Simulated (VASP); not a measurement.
Set up this calculation in VASP 6.6.1, as the native input.

```yaml
Task: relaxation of cell and atoms
Functional: PBE
Dispersion: D3(BJ)
Potentials_or_basis: VASP PAW PBE potentials, release 64 (Tc_pv, N)
Cutoff: 600 eV
k_mesh: 10 × 10 × 10
Occupations: fermi-dirac, width 0.05 eV
Spin: no spin polarisation
Dipole_correction: no
Further_INCAR_settings: ALGO = Normal; EDIFF = 1e-06; IBRION = 2; EDIFFG = -0.005; NSW = 80; ISIF = 3
```

The structure of TcN2 lies in POSCAR:

```
TcN2
1.0
    0.0000000000      2.4445500000      2.4445500000
    2.4445500000      0.0000000000      2.4445500000
    2.4445500000      2.4445500000      0.0000000000
Tc N
1 2
Direct
    0.0000000000      0.0000000000      0.0000000000
    0.7500000000      0.7500000000      0.7500000000
    0.2500000000      0.2500000000      0.2500000000
```

These files were run (other wordings do the same):

INCAR

```
  ALGO = Normal
  EDIFF = 1E-6
  EDIFFG = -0.005
  ENCUT = 600
  GGA = PE
  IBRION = 2
  ISIF = 3
  ISMEAR = -1
  IVDW = 12
  LASPH = T
  LCHARG = F
  LREAL = F
  LWAVE = F
  NELM = 80
  NSW = 80
  PREC = Accurate
  SIGMA = 0.05
```

KPOINTS

```
k-points
0
Gamma
  10 10 10
```

Potentials or basis: VASP PAW PBE potentials, release 64 (Tc_pv, N).

Launch:

```bash
$ cat potpaw_PBE.64/Tc_pv/POTCAR potpaw_PBE.64/N/POTCAR > POTCAR
$ mpirun -np 1 vasp_std > vasp.out
```

It gave:

| Item | Value |
| --- | --- |
| Relaxed volume | 9.39 Å³/atom |
| Relaxed cell | a = 3.415 Å, b = 3.415 Å, c = 3.415 Å, α = 60.00°, β = 60.00°, γ = 60.00° |
| Space group after relaxing (to 0.1 Å) | Fm-3m (No. 225) |
| Energy gained by relaxing | 11.9 meV/atom |
| Ionic steps | 4 |
| Pressure after relaxing | 0.0 GPa |
| Band gap on the k mesh | zero (an odd number of electrons rules out a gap without spin polarisation) |
| Dispersion energy per atom | -0.302 eV |

Caveat: an odd number of electrons without spin polarisation forces a metal; a magnetic or distorted state may lie lower.

Wall time 50 s on 1 thread of AMD EPYC 9R14 (Zen 4), on a shared host, peak memory 0.16 GiB.
